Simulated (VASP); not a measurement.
# CaO (I4/mmm) in VASP: a series of runs, part 2 of 2

VASP 6.6.1. Earlier steps stand in the parts before.

## 5. Single point, LDA (strain +0.000 along x and y, -0.030 along z)

File INCAR:

```
ALGO = Normal
EDIFF = 1E-6
ENCUT = 520
GGA = CA
ISIF = 2
ISMEAR = 0
LASPH = True
LCHARG = False
LREAL = False
LWAVE = False
NBANDS = 15
NELM = 60
PREC = Accurate
SIGMA = 0.05
```

File KPOINTS:

```
k-points
0
Gamma
  8 8 8
```

File POSCAR:

```
CaO
1.0
    0.0000000000      2.4490000000      2.3755300000
    2.4490000000      0.0000000000      2.3755300000
    2.4490000000      2.4490000000      0.0000000000
Ca O
1 1
Direct
    0.0000000000      0.0000000000      0.0000000000
    0.5000000000      0.5000000000      0.5000000000
```

Potentials or basis: VASP PAW LDA potentials, release 64 (Ca_sv, O).

Launch:

```bash
$ cat potpaw_LDA.64/Ca_sv/POTCAR potpaw_LDA.64/O/POTCAR > POTCAR
$ mpirun -np 1 vasp_std > vasp.out
```

OUTCAR:

```text
EDIFF = 1E-6
   ENCUT = 520
   GGA = CA
   ISIF = 2
   ISMEAR = 0
   LASPH = True
   LREAL = False
   NELM = 60
   PREC = Accurate

 ion  position               nearest neighbor table
   1  0.000  0.000  0.000-   2 2.38   2 2.38   2 2.45   2 2.45   2 2.45   2 2.45
   2  0.500  0.500  0.500-   1 2.38   1 2.38   1 2.45   1 2.45   1 2.45   1 2.45

  LATTYP: Found a body centered tetragonal cell.
 ALAT       =     3.4634090143
 C/A-ratio  =     1.3717871555

  Lattice vectors:

 A1 = (   0.0000000000,  -2.4490000000,  -2.3755300000)
 A2 = (   0.0000000000,   2.4490000000,  -2.3755300000)
 A3 = (   2.4490000000,   0.0000000000,   2.3755300000)

Analysis of symmetry for initial positions (statically):
=====================================================================
 Subroutine PRICEL returns:
 Original cell was already a primitive cell.

 Routine SETGRP: Setting up the symmetry group for a
 body centered tetragonal supercell.

 Subroutine GETGRP returns: Found 16 space group operations
 (whereof 16 operations were pure point group operations)
[... 178 lines left out ...]
      5     -13.2946      2.00000
      6       1.8407      2.00000
      7       1.8407      2.00000
      8       1.9142      2.00000
      9       6.1912      0.00000
     10       7.8497      0.00000
     11       7.8497      0.00000
     12       8.0535      0.00000
     13       9.2881      0.00000
     14       9.6033      0.00000
[... 401 lines left out ...]
      2     -17.1449      2.00000
      3     -16.4548      2.00000
      4     -16.4307      2.00000
      5     -12.4651      2.00000
      6      -0.1767      2.00000
      7       0.9041      2.00000
      8       1.1061      2.00000
      9       7.5900      0.00000
     10       9.1092      0.00000
     11       9.7720      0.00000
     12       9.8854      0.00000
     13      11.0795      0.00000
     14      11.6856      0.00000
     15      16.6804      0.00000

 [... further k-points ...]

------------------------ aborting loop because EDIFF is reached ----------------------------------------

  FORCE on cell =-STRESS in cart. coord.  units (eV):
  Direction    XX          YY          ZZ          XY          YZ          ZX
  --------------------------------------------------------------------------------------
  -------------------------------------------------------------------------------------
  Total       -1.7406632     -1.7406632     -1.0324984      0.0000000      0.0000000      0.0000000
  in kB      -97.8717261    -97.8717261    -58.0539635      0.0000000      0.0000000      0.0000000
  external PRESSURE =     -84.5991386 kB  Pullay stress =       0.0000000 kB

 VOLUME and BASIS-vectors are now :
 -----------------------------------------------------------------------------
  energy-cutoff  :      520.00
  volume of cell :       28.49
      direct lattice vectors                 reciprocal lattice vectors
     0.000000000  2.449000000  2.375530000    -0.204164965  0.204164965  0.210479346
     2.449000000  0.000000000  2.375530000     0.204164965 -0.204164965  0.210479346
     2.449000000  2.449000000  0.000000000     0.204164965  0.204164965 -0.210479346

 POSITION                                       TOTAL-FORCE (eV/Angst)
 -----------------------------------------------------------------------------------
      0.00000      0.00000      0.00000         0.000000     -0.000000      0.000000
      2.44900      2.44900      2.37553        -0.000000      0.000000      0.000000
 -----------------------------------------------------------------------------------
    total drift:                                0.000000      0.000000      0.000000

  FREE ENERGIE OF THE ION-ELECTRON SYSTEM (eV)
  ---------------------------------------------------
  free  energy   TOTEN  =       -14.1517882178 eV

  energy  without entropy=      -14.1517882178  energy(sigma->0) =      -14.15178822
```

OSZICAR:

```text
N       E                     dE             d eps       ncg     rms          rms(c)
DAV:   1     0.125219065837E+03    0.12522E+03   -0.82947E+03  1770   0.109E+03
DAV:   2    -0.103558672138E+02   -0.13557E+03   -0.12581E+03  2225   0.290E+02
DAV:   3    -0.157053926440E+02   -0.53495E+01   -0.53153E+01  2071   0.596E+01
DAV:   4    -0.158561646057E+02   -0.15077E+00   -0.15061E+00  2562   0.875E+00
DAV:   5    -0.158574761774E+02   -0.13116E-02   -0.13116E-02  2044   0.800E-01    0.844E+00
DAV:   6    -0.143154519044E+02    0.15420E+01   -0.50369E+00  1953   0.215E+01    0.383E+00
DAV:   7    -0.141878045049E+02    0.12765E+00   -0.43528E-01  1987   0.673E+00    0.182E+00
DAV:   8    -0.141524282237E+02    0.35376E-01   -0.81378E-02  2218   0.296E+00    0.348E-01
DAV:   9    -0.141516764651E+02    0.75176E-03   -0.38062E-03  1982   0.474E-01    0.102E-01
DAV:  10    -0.141518046414E+02   -0.12818E-03   -0.22932E-04  2287   0.158E-01    0.427E-02
DAV:  11    -0.141517883446E+02    0.16297E-04   -0.22240E-05  2300   0.526E-02    0.598E-03
DAV:  12    -0.141517882178E+02    0.12682E-06   -0.34600E-06  2155   0.166E-02
   1 F= -.14151788E+02 E0= -.14151788E+02  d E =-.121702E-14
```

stdout:

```text
POSCAR found type information on POSCAR CaO
 POSCAR found :  2 types and       2 ions
 scaLAPACK will be used
 LDA part: xc-table for (Slater(with rela. corr.)+CA(PZ))
 , standard interpolation
 POSCAR, INCAR and KPOINTS ok, starting setup
 FFT: planning ... GRIDC
 FFT: planning ... GRID_SOFT
 FFT: planning ... GRID
 WAVECAR not read
 entering main loop
```

Wall time 14 s (1 thread of Intel Xeon Platinum 8559C (Emerald Rapids), shared host); peak memory 0.15 GiB.

What came out:

```
Free energy            : -14.1518 eV
Pressure               : -8.5 GPa
Band gap on the k mesh : 3.36 eV, indirect (least direct gap 3.83 eV)
```

Caveat: the cell differs from its parent crystal (strain +0.000 along x and y, -0.030 along z).

## 6. Single point, LDA (strain -0.015 along x and y, +0.000 along z)

File INCAR:

```
ALGO = Normal
EDIFF = 1E-6
ENCUT = 520
GGA = CA
ISIF = 2
ISMEAR = 0
LASPH = T
LCHARG = T
LELF = T
LREAL = F
LVHAR = T
LWAVE = F
NBANDS = 15
NELM = 80
PREC = Accurate
SIGMA = 0.05
```

KPOINTS is that of step 5.

File POSCAR:

```
CaO
1.0
    0.0000000000      2.4122650000      2.4490000000
    2.4122650000      0.0000000000      2.4490000000
    2.4122650000      2.4122650000      0.0000000000
Ca O
1 1
Direct
    0.0000000000      0.0000000000      0.0000000000
    0.5000000000      0.5000000000      0.5000000000
```

Potentials or basis: VASP PAW LDA potentials, release 64 (Ca_sv, O).

Launch:

```bash
$ cat potpaw_LDA.64/Ca_sv/POTCAR potpaw_LDA.64/O/POTCAR > POTCAR
$ mpirun -np 1 vasp_std > vasp.out
```

Run time: 13 s. Hardware: 1 thread of Intel Xeon Platinum 8559C (Emerald Rapids), shared host; peak memory 0.16 GiB.

It converged, with:

| Quantity | Value |
| --- | --- |
| Free energy | -14.1568 eV |
| Pressure | -8.6 GPa |
| Band gap on the k mesh | 3.44 eV, indirect (least direct gap 3.84 eV) |

Stress tensor (GPa, compression positive):
```
-8.05  0.00  0.00
 0.00 -8.05  0.00
 0.00  0.00 -9.84
```

Levels at points of the mesh, in eV from the valence-band top:
```tsv
k point	band 6	band 7	band 8	band 9	band 10	band 11
(0.00, 0.00, 0.00)	-0.03	0.00	0.00	4.34	5.97	6.07
(0.50, 0.00, 0.00)	-2.66	-1.19	-1.19	6.82	8.10	8.15
(0.50, 0.50, 0.00)	-1.39	-0.37	-0.37	3.49	7.80	8.72
(0.50, 0.00, 0.50)	-1.31	-0.42	-0.39	3.44	7.81	8.72
```

Caveat: the cell differs from its parent crystal (strain -0.015 along x and y, +0.000 along z). A k mesh can miss the band edges.

## 7. Single point, LDA (strain -0.015 along x and y, +0.030 along z)

File INCAR:

```
PREC = Accurate ; ENCUT = 520
EDIFF = 1E-7 ; ISMEAR = 0
SIGMA = 0.05 ; LREAL = False
LASPH = True ; NELM = 100
ALGO = Normal ; ISIF = 2
LWAVE = False ; LCHARG = False
GGA = CA ; NBANDS = 15
```

File KPOINTS:

```
regular mesh
0
Gamma
  8 8 8
```

File POSCAR:

```
CaO
1.0
    0.0000000000      2.4122650000      2.5224700000
    2.4122650000      0.0000000000      2.5224700000
    2.4122650000      2.4122650000      0.0000000000
Ca O
1 1
Direct
    0.0000000000      0.0000000000      0.0000000000
    0.5000000000      0.5000000000      0.5000000000
```

Launch:

```bash
$ cat potpaw_LDA.64/Ca_sv/POTCAR potpaw_LDA.64/O/POTCAR > POTCAR
$ mpirun -np 1 vasp_std > vasp.out
```

Run time: 14 s. Hardware: 1 thread of Intel Xeon Platinum 8559C (Emerald Rapids), shared host; peak memory 0.16 GiB.

It converged, with:

| Property | Result |
| --- | --- |
| Free energy | -14.0947 eV |
| Pressure | -10.7 GPa |
| Band gap on the k mesh | 3.42 eV, indirect (least direct gap 3.83 eV) |

Stress tensor (GPa, compression positive):
```
 -9.40   0.00   0.00
  0.00  -9.40   0.00
  0.00   0.00 -13.43
```

Levels at points of the mesh, in eV from the valence-band top:
| k point | band 4 | band 5 | band 6 | band 7 | band 8 | band 9 | band 10 | band 11 | band 12 | band 13 |
| --- | --- | --- | --- | --- | --- | --- | --- | --- | --- | --- |
| (0.00, 0.00, 0.00) | -18.38 | -15.13 | -0.08 | 0.00 | 0.00 | 4.04 | 5.76 | 6.06 | 6.06 | 7.29 |
| (0.50, 0.00, 0.00) | -18.41 | -14.08 | -2.61 | -1.16 | -1.16 | 6.67 | 7.86 | 7.98 | 8.01 | 9.73 |
| (0.50, 0.50, 0.00) | -18.56 | -14.89 | -1.50 | -0.34 | -0.34 | 3.54 | 7.57 | 8.55 | 9.12 | 9.12 |
| (0.50, 0.00, 0.50) | -18.60 | -14.88 | -1.28 | -0.48 | -0.42 | 3.42 | 7.55 | 8.58 | 8.98 | 9.31 |

Caveat: the cell differs from its parent crystal (strain -0.015 along x and y, +0.030 along z). A k mesh can miss the band edges.

## 8. Summary

| cell | gap on the mesh (eV) | pressure (GPa) |
| --- | --- | --- |
| a = 3.438, b = 3.438, c = 3.360 Å, angles 60.8, 60.8, 58.5°, 2 atoms | 3.39 | -6.8 |
| a = 3.386, b = 3.386, c = 3.411 Å, angles 59.7, 59.7, 60.5°, 2 atoms | 3.40 | -5.7 |
| a = 3.465, b = 3.465, c = 3.360 Å, angles 61.0, 61.0, 58.0°, 2 atoms | 3.39 | -7.8 |
| a = 3.412, b = 3.412, c = 3.463 Å, angles 59.5, 59.5, 61.0°, 2 atoms | 3.36 | -8.5 |
| a = 3.438, b = 3.438, c = 3.411 Å, angles 60.3, 60.3, 59.5°, 2 atoms | 3.44 | -8.6 |
| a = 3.490, b = 3.490, c = 3.411 Å, angles 60.7, 60.7, 58.5°, 2 atoms | 3.42 | -10.7 |

Alike in all rows: task single point; level LDA; potentials or basis VASP PAW LDA potentials, release 64 (Ca_sv, O); no spin polarisation; k mesh 8 × 8 × 8; cutoff (eV) 520; smearing gaussian 0.05 eV.

Total energies depend on the potentials used, so only differences within one code and one set of settings carry meaning.
